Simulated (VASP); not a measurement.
# BaTiO3 (P4mm) in VASP: further runs

The runs below take BaTiO3 through single point, with PBE+U.

Everything below comes from runs of VASP 6.6.1. Logs are shortened: lines on timing, memory, paths and dates and some standing lists are left out, and cuts for length are marked.

### Step 1. The cell of the first run

Symmetry: P4mm, No. 99, tetragonal system. The conventional cell has a = 4.029 Å, b = 4.029 Å, c = 11.787 Å, α = 90.00°, β = 90.00°, γ = 90.00°. Within 3.5 Å of Ba (site symmetry 4mm) lie 12 O at 2.65 to 2.85 Å and 8 Ti at 3.32 to 3.49 Å. Ba (site symmetry 4mm) has 12 O at 2.85 Å and 8 Ti at 3.49 Å within 3.8 Å. Within 3.8 Å of Ba (site symmetry 4mm) lie 12 O at 2.85 Å and 8 Ti at 3.49 Å and 1 Ba at 3.73 Å. Ti (site symmetry 4mm) has 6 O at 1.71 to 2.01 Å within 2.3 Å. Within 2.7 Å of Ti (site symmetry 4mm) lie 6 O at 2.01 Å. Within 2.7 Å of Ti (site symmetry 4mm) lie 6 O at 2.01 Å. Within 2.3 Å of O (site symmetry 4mm) lie 2 Ti at 1.71 to 2.01 Å. Within 2.7 Å of O (site symmetry 4mm) lie 2 Ti at 2.01 Å.

### Step 2. Single point, PBE+U (the distance across one plane changed)

The input, INCAR:

```
SYSTEM = BaTiO3
PREC     = Accurate       ! precision mode
ENCUT    = 520            ! plane-wave cutoff, eV
EDIFF    = 1E-6           ! SCF threshold, eV
ISMEAR   = 0              ! smearing method
SIGMA    = 0.05           ! smearing width, eV
LREAL    = Auto         
LASPH    = .True.         ! aspherical terms in the spheres
NELM     = 150            ! most SCF steps
ALGO     = Normal         ! electronic algorithm
ISIF     = 2              ! what is computed and relaxed
LWAVE    = .False.        ! write WAVECAR
LCHARG   = .False.        ! write CHGCAR
LMAXMIX  = 4              ! l up to which the mixer works
LDAU     = .True.         ! DFT+U
LDAUTYPE = 2            
LDAUL    = -1 2 -1        ! shell
LDAUU    = 0 4 0          ! U, eV
LDAUJ    = 0 0 0        
LDAUPRINT= 1            
GGA      = PE             ! functional
NBANDS   = 73             ! bands
```

The input, KPOINTS:

```
regular mesh
0
Gamma
  7 7 3
  0 0 0
```

The input, POSCAR:

```
BaTiO3
1.0
    0.0000000000     -4.0288719392      0.0000000000
    0.0000000000      0.0000000000     -4.0288719392
   11.7866158175      0.0000000000      0.0000000000
Ba Ti O
3 3 9
Direct
    0.5000000000      0.5000000000      0.0854372923
    0.5000000000      0.5000000000      0.4272548252
    0.5000000000      0.5000000000      0.7690723580
    1.0000000000      1.0000000000      0.9399811244
    1.0000000000      1.0000000000      0.2563460587
    1.0000000000      1.0000000000      0.5981635916
    1.0000000000      0.0000000000      0.0854372923
    1.0000000000      0.0000000000      0.4272548252
    1.0000000000      0.0000000000      0.7690723580
    0.5000000000      1.0000000000      0.2563460587
    0.5000000000      1.0000000000      0.5981635916
    0.5000000000      1.0000000000      0.9399811244
    0.0000000000      0.5000000000      0.2563460587
    0.0000000000      0.5000000000      0.5981635916
    0.0000000000      0.5000000000      0.9399811244
```

Potentials or basis: VASP PAW PBE potentials, release 64 (Ba_sv, Ti_sv, O).

Launch:

```bash
> cat potpaw_PBE.64/Ba_sv/POTCAR potpaw_PBE.64/Ti_sv/POTCAR potpaw_PBE.64/O/POTCAR > POTCAR
> mpirun -np 1 vasp_std > vasp.out
```

OUTCAR:

```text
SYSTEM = BaTiO3
   PREC = Accurate
   ENCUT = 520
   EDIFF = 1E-6
   ISMEAR = 0
   LREAL = Auto
   LASPH = .True.
   NELM = 150
   ISIF = 2
   GGA = PE

 ion  position               nearest neighbor table
   1  0.500  0.500  0.085-  12 2.65  15 2.65  12 2.65  15 2.65  10 2.85  13 2.85  13 2.85  10 2.85
                             7 2.85   7 2.85   7 2.85   7 2.85   4 3.32   4 3.32   4 3.32   4 3.32
   2  0.500  0.500  0.427-  11 2.85  14 2.85  11 2.85  14 2.85   8 2.85   8 2.85   8 2.85   8 2.85
                            13 2.85  13 2.85  10 2.85  10 2.85   6 3.49   6 3.49   6 3.49   6 3.49
   3  0.500  0.500  0.769-  12 2.85  15 2.85  12 2.85  15 2.85  11 2.85  14 2.85  14 2.85  11 2.85
                             9 2.85   9 2.85   9 2.85   9 2.85   4 3.49   4 3.49   4 3.49   4 3.49
   4  0.000  0.000  0.940-   7 1.71   9 2.01  12 2.01  15 2.01  15 2.01  12 2.01   1 3.32   1 3.32
                             1 3.32   1 3.32   3 3.49   3 3.49   3 3.49   3 3.49
   5  0.000  0.000  0.256-   7 2.01  10 2.01  13 2.01  13 2.01  10 2.01   8 2.01   1 3.49   1 3.49
                             1 3.49   1 3.49   2 3.49   2 3.49   2 3.49   2 3.49
   6  0.000  0.000  0.598-   8 2.01   9 2.01  11 2.01  14 2.01  14 2.01  11 2.01   2 3.49   2 3.49
                             2 3.49   2 3.49   3 3.49   3 3.49   3 3.49   3 3.49
   7  0.000  0.000  0.085-   4 1.71   5 2.01   1 2.85   1 2.85   1 2.85   1 2.85
   8  0.000  0.000  0.427-   6 2.01   5 2.01   2 2.85   2 2.85   2 2.85   2 2.85
   9  0.000  0.000  0.769-   4 2.01   6 2.01   3 2.85   3 2.85   3 2.85   3 2.85
  10  0.500  0.000  0.256-   5 2.01   5 2.01   1 2.85   1 2.85   2 2.85   2 2.85
  11  0.500  0.000  0.598-   6 2.01   6 2.01   2 2.85   2 2.85   3 2.85   3 2.85
  12  0.500  0.000  0.940-   4 2.01   4 2.01   1 2.65   1 2.65   3 2.85   3 2.85
  13  0.000  0.500  0.256-   5 2.01   5 2.01   1 2.85   1 2.85   2 2.85   2 2.85
  14  0.000  0.500  0.598-   6 2.01   6 2.01   2 2.85   2 2.85   3 2.85   3 2.85
  15  0.000  0.500  0.940-   4 2.01   4 2.01   1 2.65   1 2.65   3 2.85   3 2.85

  LATTYP: Found a simple tetragonal cell.
 ALAT       =     4.0288719392
 C/A-ratio  =     2.9255374694

  Lattice vectors:

 A1 = (   0.0000000000,  -4.0288719392,   0.0000000000)
 A2 = (   0.0000000000,   0.0000000000,  -4.0288719392)
 A3 = (  11.7866158175,   0.0000000000,   0.0000000000)

Analysis of symmetry for initial positions (statically):
=====================================================================
 Subroutine PRICEL returns:
 Original cell was already a primitive cell.

 Routine SETGRP: Setting up the symmetry group for a
 simple tetragonal supercell.

 Subroutine GETGRP returns: Found  8 space group operations
 (whereof  8 operations were pure point group operations)
 out of a pool of 16 trial point group operations.

The static configuration has the point symmetry C_4v.

Analysis of symmetry for dynamics (positions and initial velocities):
=====================================================================
 Subroutine PRICEL returns:
 Original cell was already a primitive cell.

 Routine SETGRP: Setting up the symmetry group for a
 simple tetragonal supercell.

 Subroutine GETGRP returns: Found  8 space group operations
 (whereof  8 operations were pure point group operations)
 out of a pool of 16 trial point group operations.

The dynamic configuration has the point symmetry C_4v.

 Subroutine INISYM returns: Found  8 space group operations
 (whereof  8 operations are pure point group operations),
 and found     1 'primitive' translations

----------------------------------------------------------------------------------------

                                     Primitive cell

  volume of cell :     191.3181

  direct lattice vectors                    reciprocal lattice vectors
     0.000000000 -4.028871939  0.000000000     0.000000000 -0.248208435  0.000000000
     0.000000000  0.000000000 -4.028871939     0.000000000  0.000000000 -0.248208435
    11.786615817  0.000000000  0.000000000     0.084841995  0.000000000  0.000000000

  length of vectors
     4.028871939  4.028871939 11.786615817     0.248208435  0.248208435  0.084841995

  position of ions in fractional coordinates (direct lattice)
[... 85 lines left out ...]
   dimension x,y,z NGX =    30 NGY =   30 NGZ =   90
   dimension x,y,z NGXF=    60 NGYF=   60 NGZF=  180
   ions per type =               3   3   9
   NGX,Y,Z   is equivalent  to a cutoff of  12.38, 12.38, 12.69 a.u.
   NGXF,Y,Z  is equivalent  to a cutoff of  24.76, 24.76, 25.39 a.u.
 SYSTEM =  BaTiO3
   PREC   = accura    normal or accurate (medium, high low for compatibility)
   ISTART =      0    job   : 0-new  1-cont  2-samecut
   ICHARG =      2    charge: 1-file 2-atom 10-const
   ISPIN  =      1    spin polarized calculation?
   LNONCOLLINEAR =      F non collinear calculations
   LSORBIT =      F    spin-orbit coupling
   LASPH  =      T    aspherical Exc in radial PAW
   ENCUT  =  520.0 eV  38.22 Ry    6.18 a.u.   7.49  7.49 21.92*2*pi/ulx,y,z
   NELM   =    150;   NELMIN=  2; NELMDL= -5     # of ELM steps
   EDIFF  = 0.1E-05   stopping-criterion for ELM
   LREAL  =      T    real-space projection
   EDIFFG = 0.1E-04   stopping-criterion for IOM
   NSW    =      0    number of steps for IOM
   IBRION =     -1    ionic relax: 0-MD 1-quasi-New 2-CG
   NFREE  =      0    steps in history (QN), initial steepest desc. (CG)
   ISIF   =      2    stress and relaxation
   ISYM   =      2    0-nonsym 1-usesym 2-fastsym
   POTIM  = 0.5000    time-step for ionic-motion
   TEBEG  =    0.0;   TEEND  =   0.0 temperature during run
   PSTRESS=    0.0 pullay stress
   NELECT =     120.0000    total number of electrons
   NUPDOWN=      -1.0000    fix difference up-down
   EMIN   =  10.00;   EMAX   =-10.00  energy-range for DOS
   EFERMI =   0.00;   METHOD = LEGACY
   ISMEAR =     0;   SIGMA  =   0.05  broadening in eV -4-tet -1-fermi 0-gaus
   EFERMI_NEDOS =   21; number of points for ismear=-14 and -15
   IALGO  =     38    algorithm
   IMIX   =      4    mixing-type and parameters
     AMIX     =   0.40;   BMIX     =  1.00
     AMIX_MAG =   1.60;   BMIX_MAG =  1.00
  volume/ion in A,a.u.               =      12.75        86.07
  Fermi-wavevector in a.u.,A,eV,Ry     =   1.401361  2.648187 26.719277  1.963811
  Thomas-Fermi vector in A             =   2.524230
   LORBIT       =      0    0 simple, 1 ext, 2 COOP (PROOUT), +10 PAW based schemes
 LDA+U is selected, type is set to LDAUTYPE =  2
   angular momentum for each species LDAUL =    -1    2   -1
   U (eV)           for each species LDAUU =   0.0  4.0  0.0
   J (eV)           for each species LDAUJ =   0.0  0.0  0.0
   GGA     = PE    functional components
   LHFCALC =     F    Hartree Fock is set to
   AEXX    =    0.0000 exact exchange contribution
   IVDW    =     0    specifies the selected vdW correction
   LEPSILON=     F    determine dielectric tensor
   LRPA    =     F    only Hartree local field effects (RPA)
 non-spin polarized calculation
 Gauss-broadening in eV      SIGMA  =   0.05
  energy-cutoff  :      520.00
  volume of cell :      191.32
 maximum number of plane-waves:      5195
 NGX is ok and might be reduce to    30
   NGX = 15   NGY = 15   NGZ = 43

atom =   4  type =  2  l = 2

 onsite density matrix

spin component  1
[... 83 lines left out ...]
  o =  0.1022  v =  0.0000 -1.0000 -0.0000  0.0000  0.0000  0.0000  0.0000  0.0000  0.0000  0.0000      0.0000  0.0000  0.0000  0.0000  0.0000  0.0000  0.0000  0.0000  0.0000  0.0000
  o =  0.1022  v =  0.0000  0.0000  0.0000  0.0000  0.0000  0.0000 -1.0000 -0.0000  0.0000  0.0000      0.0000  0.0000  0.0000  0.0000  0.0000  0.0000  0.0000  0.0000  0.0000  0.0000
  o =  0.1026  v =  0.0000  0.0000 -0.0000  1.0000 -0.0000  0.0000  0.0000  0.0000  0.0000  0.0000      0.0000  0.0000  0.0000  0.0000  0.0000  0.0000  0.0000  0.0000  0.0000  0.0000
  o =  0.1026  v =  0.0000  0.0000  0.0000  0.0000  0.0000  0.0000  0.0000 -0.0000  1.0000 -0.0000      0.0000  0.0000  0.0000  0.0000  0.0000  0.0000  0.0000  0.0000  0.0000  0.0000
  o =  0.1026  v =  0.0000  0.0000  0.0000  0.0000  0.0000  1.0000  0.0000  0.0000  0.0000  0.0000      0.0000  0.0000  0.0000  0.0000  0.0000  0.0000  0.0000  0.0000  0.0000  0.0000
  o =  0.1026  v =  1.0000  0.0000  0.0000  0.0000  0.0000  0.0000  0.0000  0.0000  0.0000  0.0000      0.0000  0.0000  0.0000  0.0000  0.0000  0.0000  0.0000  0.0000  0.0000  0.0000
  o =  0.2331  v =  0.0000  0.0000 -0.8660 -0.0000 -0.5000  0.0000  0.0000  0.0000  0.0000  0.0000      0.0000  0.0000  0.0000  0.0000  0.0000  0.0000  0.0000  0.0000  0.0000  0.0000
  o =  0.2331  v =  0.0000  0.0000  0.0000  0.0000  0.0000  0.0000  0.0000 -0.8660 -0.0000 -0.5000      0.0000  0.0000  0.0000  0.0000  0.0000  0.0000  0.0000  0.0000  0.0000  0.0000
  o =  0.2363  v =  0.0000  0.0000  0.0000  0.0000  0.0000  0.0000 -0.0000  0.5000 -0.0000 -0.8660      0.0000  0.0000  0.0000  0.0000  0.0000  0.0000  0.0000  0.0000  0.0000  0.0000
  o =  0.2363  v =  0.0000 -0.0000  0.5000 -0.0000 -0.8660  0.0000  0.0000  0.0000  0.0000  0.0000      0.0000  0.0000  0.0000  0.0000  0.0000  0.0000  0.0000  0.0000  0.0000  0.0000

 number of electron     119.9999944 magnetization

 Free energy of the ion-electron system (eV)
  ---------------------------------------------------
  ext. energy  EPLUGINS =         0.00000000
  ---------------------------------------------------
  free energy    TOTEN  =      -111.01472157 eV

  energy without entropy =     -111.01472157  energy(sigma->0) =     -111.01472157

 E-fermi :   4.3554     XC(G=0): -11.2873

 val. band max:        4.0395676784   @ k =   0.4286   0.4286   0.3333
 cond. band min:       6.0623157985   @ k =   0.0000   0.0000   0.0000
 fundamental gap:      2.0227481201
 Fermi energy:         4.3553836472

 k-point     1 :       0.0000    0.0000    0.0000
  band No.  band energies     occupation
      1     -54.0202      2.00000
      2     -53.6848      2.00000
      3     -53.2384      2.00000
      4     -30.2131      2.00000
      5     -30.1609      2.00000
      6     -30.1609      2.00000
[... 1489 lines left out ...]
     71      10.1832      0.00000
     72      10.8474      0.00000
 [bands above 72 left out]

------------------------ aborting loop because EDIFF is reached ----------------------------------------

  FORCE on cell =-STRESS in cart. coord.  units (eV):
  Direction    XX          YY          ZZ          XY          YZ          ZX
  --------------------------------------------------------------------------------------
  -------------------------------------------------------------------------------------
  Total       19.8583602      8.4130642      8.4130642      0.0000000      0.0000000     -0.0000000
  in kB      166.3021681     70.4544986     70.4544986      0.0000000      0.0000000     -0.0000000
  external PRESSURE =     102.4037218 kB  Pullay stress =       0.0000000 kB

 VOLUME and BASIS-vectors are now :
 -----------------------------------------------------------------------------
  energy-cutoff  :      520.00
  volume of cell :      191.32
      direct lattice vectors                 reciprocal lattice vectors
     0.000000000 -4.028871939  0.000000000     0.000000000 -0.248208435  0.000000000
     0.000000000  0.000000000 -4.028871939     0.000000000  0.000000000 -0.248208435
    11.786615817  0.000000000  0.000000000     0.084841995  0.000000000  0.000000000

 POSITION                                       TOTAL-FORCE (eV/Angst)
 -----------------------------------------------------------------------------------
      1.00702     -2.01444     -2.01444         1.234772     -0.000000     -0.000000
      5.03589     -2.01444     -2.01444         0.149247     -0.000000     -0.000000
      9.06476     -2.01444     -2.01444        -0.277372     -0.000000      0.000000
     11.07920      0.00000      0.00000        -5.006359     -0.000000      0.000000
      3.02145      0.00000      0.00000         1.103482     -0.000000     -0.000000
      7.05032      0.00000      0.00000         0.582039     -0.000000      0.000000
      1.00702      0.00000      0.00000         5.498660     -0.000000      0.000000
      5.03589      0.00000      0.00000        -0.464695     -0.000000     -0.000000
      9.06476      0.00000      0.00000        -0.892986     -0.000000     -0.000000
      3.02145     -2.01444      0.00000        -0.107963      0.000000     -0.000000
      7.05032     -2.01444      0.00000        -0.124040     -0.000000     -0.000000
     11.07920     -2.01444      0.00000        -0.731391     -0.000000     -0.000000
      3.02145      0.00000     -2.01444        -0.107963      0.000000     -0.000000
      7.05032      0.00000     -2.01444        -0.124040     -0.000000     -0.000000
     11.07920      0.00000     -2.01444        -0.731391     -0.000000     -0.000000
 -----------------------------------------------------------------------------------
    total drift:                                0.029295     -0.000000      0.000000

  FREE ENERGIE OF THE ION-ELECTRON SYSTEM (eV)
  ---------------------------------------------------
  free  energy   TOTEN  =      -111.0147215671 eV

  energy  without entropy=     -111.0147215671  energy(sigma->0) =     -111.01472157
```

Run time: 3.6 min. Hardware: 1 thread of Intel Xeon 6975P-C (Granite Rapids), shared host; peak memory 0.37 GiB.

What came out:

```
Free energy            : -111.0147 eV
Pressure               : 10.2 GPa
Largest force          : 5.499 eV/Å
Band gap on the k mesh : 2.02 eV (least direct gap 2.20 eV)
```

Forces in eV/Å, atoms in the order of the input:
```
Ba   1.235  0.000  0.000
Ba   0.149  0.000  0.000
Ba  -0.277  0.000  0.000
Ti  -5.006  0.000  0.000
Ti   1.103  0.000  0.000
Ti   0.582  0.000  0.000
O    5.499  0.000  0.000
O   -0.465  0.000  0.000
O   -0.893  0.000  0.000
O   -0.108  0.000  0.000
O   -0.124  0.000  0.000
O   -0.731  0.000  0.000
O   -0.108  0.000  0.000
O   -0.124  0.000  0.000
O   -0.731  0.000  0.000
```

Stress tensor (GPa, compression positive):
```
16.63  0.00  0.00
 0.00  7.05  0.00
 0.00  0.00  7.05
```

Eigenvalues of the final occupation matrices:
```
    site  spin  trace               eigenvalues
site 4 d     1   0.86  0.09 0.12 0.12 0.22 0.30
site 4 d     2   0.86  0.09 0.12 0.12 0.22 0.30
site 5 d     1   0.78  0.10 0.10 0.11 0.23 0.24
site 5 d     2   0.78  0.10 0.10 0.11 0.23 0.24
site 6 d     1   0.78  0.10 0.10 0.10 0.23 0.24
site 6 d     2   0.78  0.10 0.10 0.10 0.23 0.24
```

Caveat: the cell differs from its parent crystal (the distance across one plane changed); the cell stands under pressure; spin-orbit coupling is left out, which moves the levels of the heavy elements; an odd mesh through Γ misses points on the zone boundary, where band edges can lie; forces of over 1 eV/Å act on the atoms, so gaps and moduli don't describe the material at rest.

### Step 3. Single point, PBE+U (the distance across one plane changed)

The input, INCAR:

```
PREC = Accurate
ENCUT = 520
EDIFF = 1E-6
ISMEAR = 0
SIGMA = 0.05
LREAL = Auto
LASPH = True
NELM = 150
ALGO = Normal
ISIF = 2
LWAVE = False
LCHARG = True
LMAXMIX = 4
LDAU = True
LDAUTYPE = 2
LDAUL = -1 2 -1
LDAUU = 0 4 0
LDAUJ = 0 0 0
LDAUPRINT = 1
GGA = PE
LELF = True
LVHAR = True
NBANDS = 73
```

The input, KPOINTS:

```
regular mesh
0
Gamma
  7 7 3
```

The input, POSCAR:

```
BaTiO3
1.0
    0.0000000000     -4.0288719406      0.0000000000
    0.0000000000      0.0000000000     -4.0288719406
   13.5866158219      0.0000000000      0.0000000000
Ba Ti O
3 3 9
Direct
    0.5000000000      0.5000000000      0.0741182760
    0.5000000000      0.5000000000      0.3706506865
    0.5000000000      0.5000000000      0.6671830971
    0.0000000000      1.0000000000      0.8154493023
    0.0000000000      1.0000000000      0.2223844813
    0.0000000000      1.0000000000      0.5189168918
    1.0000000000      0.0000000000      0.0741182760
    1.0000000000      0.0000000000      0.3706506865
    1.0000000000      0.0000000000      0.6671830971
    0.5000000000      0.0000000000      0.2223844813
    0.5000000000      0.0000000000      0.5189168918
    0.5000000000      0.0000000000      0.8154493023
    0.0000000000      0.5000000000      0.2223844813
    0.0000000000      0.5000000000      0.5189168918
    0.0000000000      0.5000000000      0.8154493023
```

Potentials or basis: VASP PAW PBE potentials, release 64 (Ba_sv, Ti_sv, O).

Launch:

```bash
> cat potpaw_PBE.64/Ba_sv/POTCAR potpaw_PBE.64/Ti_sv/POTCAR potpaw_PBE.64/O/POTCAR > POTCAR
> mpirun -np 1 vasp_std > vasp.out
```

Run time: 16 min. Hardware: 1 thread of Intel Xeon 8259CL, shared host; peak memory 0.42 GiB.

Results (log left out):

| Quantity | Value |
| --- | --- |
| Free energy | -110.3795 eV |
| Pressure | -1.2 GPa |
| Largest force | 1.945 eV/Å |
| Band gap on the k mesh | 1.71 eV (least direct gap 1.92 eV) |

Forces on the atoms (eV/Å):
```
Ba  -0.356  0.000  0.000
Ba  -0.183  0.000  0.000
Ba   0.381  0.000  0.000
Ti  -1.945  0.000  0.000
Ti  -1.560  0.000  0.000
Ti  -0.878  0.000  0.000
O    0.415  0.000  0.000
O    0.800  0.000  0.000
O    1.210  0.000  0.000
O    0.087  0.000  0.000
O    0.174  0.000  0.000
O    0.798  0.000  0.000
O    0.087  0.000  0.000
O    0.174  0.000  0.000
O    0.798  0.000  0.000
```

Stress tensor (GPa, compression positive):
```
-1.68  0.00  0.00
 0.00 -1.01  0.00
 0.00  0.00 -1.01
```

Levels at points of the mesh, in eV from the valence-band top:
```
           k point  band 58  band 59  band 60  band 61  band 62  band 63
(0.00, 0.00, 0.00)    -0.51    -0.22    -0.22     1.71     1.72     1.72
```

Eigenvalues of the final occupation matrices:
```tsv
site	spin	trace	eigenvalues
site 4 d	1	0.77	0.10 0.10 0.12 0.19 0.25
site 4 d	2	0.77	0.10 0.10 0.12 0.19 0.25
site 5 d	1	0.78	0.10 0.10 0.10 0.23 0.25
site 5 d	2	0.78	0.10 0.10 0.10 0.23 0.25
site 6 d	1	0.78	0.10 0.10 0.10 0.23 0.23
site 6 d	2	0.78	0.10 0.10 0.10 0.23 0.23
```

Caveat: the cell differs from its parent crystal (the distance across one plane changed); spin-orbit coupling is left out, which moves the levels of the heavy elements; an odd mesh through Γ misses points on the zone boundary, where band edges can lie; forces of over 1 eV/Å act on the atoms, so gaps and moduli don't describe the material at rest.
